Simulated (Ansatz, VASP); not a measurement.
# WS2 in VASP and in Ansatz

Contents of INCAR:

```
PREC = Accurate ; ENCUT = 520
EDIFF = 1E-6 ; ISMEAR = -1
SIGMA = 0.05 ; LREAL = False
LASPH = True ; NELM = 100
ALGO = Normal ; ISIF = 2
LWAVE = False ; LCHARG = False
GGA = PE ; NBANDS = 20
```

The input KPOINTS:

```
regular mesh
0
Gamma
  10 10 10
```

File POSCAR:

```
WS2
1.0
    1.5894572584      0.9176735760      6.2041512999
   -1.5894572584      0.9176735760      6.2041512999
    0.0000000000     -1.8353471520      6.2041512999
W S
1 2
Direct
    0.0000000000      0.0000000000      0.0000000000
    0.5810000000      0.5810000000      0.5810000000
    0.7503000000      0.7503000000      0.7503000000
```

input.yaml

```yaml
crystal:
  lattice:
    - [1.5894572584, 0.917673576, 6.2041512999]
    - [-1.5894572584, 0.917673576, 6.2041512999]
    - [0.0, -1.835347152, 6.2041512999]
  atoms:
    - { symbol: W, position: [0.0, 0.0, 0.0] }
    - { symbol: S, position: [0.581, 0.581, 0.581] }
    - { symbol: S, position: [0.7503, 0.7503, 0.7503] }
kpoints:
  mp_grid: { grid: [10, 10, 10] }
scf:
  occupations: { method: fermi_dirac, width: 0.05 }
hamiltonian:
  xc: pbe
  pseudopotentials: { kind: all_electron, lapw: { basis_error: 0.001 } }
output:
  forces: true
  stress: true
  eigenvalues: true
```

Change from the starting cell: volume scaled by 1.02.

Alike in both runs: task single point; functional PBE; k mesh 10 × 10 × 10; occupations fermi-dirac, width 0.05 eV; no spin polarisation.

|  | VASP | Ansatz |
| --- | --- | --- |
| version | VASP 6.6.1 | Ansatz 0.2.0 |
| potentials or method | VASP PAW PBE potentials, release 64 (W_sv, S), cutoff 520 eV | all-electron LAPW, scalar-relativistic |

```tsv
	VASP	Ansatz	Ansatz less VASP
gap on the k mesh at the Fermi level (eV)	1.10	1.08	-0.012
least direct gap on the mesh (eV)	2.18	2.18	-0.003
pressure (GPa)	1.2	1.3	+0.11
traceless stress, the component that is largest in VASP (GPa)	0.15	0.14	-0.010
rms of the force components (eV/Å)	0.247	0.246	-0.0003
```

Atom by atom the forces differ by 0.001 eV/Å (rms over components). Ansatz ran all-electron here, and VASP with PAW potentials.

Spin-orbit coupling is off throughout.
